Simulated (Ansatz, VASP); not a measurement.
# One calculation of Zn, two programs

```
Zn
1.0
     0.00000    2.00326    2.00326
     2.00326    0.00000    2.00326
     2.00326    2.00326    0.00000
Zn
1
Cartesian
  0.0000 0.0000 0.0000
```

Alike in both runs: task single point; functional r2SCAN; k mesh 16 × 16 × 16; occupations fermi-dirac, width 0.1 eV; no spin polarisation.

```csv
,VASP,Ansatz
version,VASP 6.6.1,Ansatz 0.2.0
potentials or method,"VASP PAW PBE potentials, release 64 (Zn), cutoff 520 eV","plane waves (500 eV) with PAW, scalar-relativistic"
valence electrons in the cell,12,12
```

|  | VASP | Ansatz | Ansatz less VASP |
| --- | --- | --- | --- |
| pressure (GPa) | -7.2 | -7.5 | -0.31 |

VASP's potentials were made for PBE, not for r2SCAN.
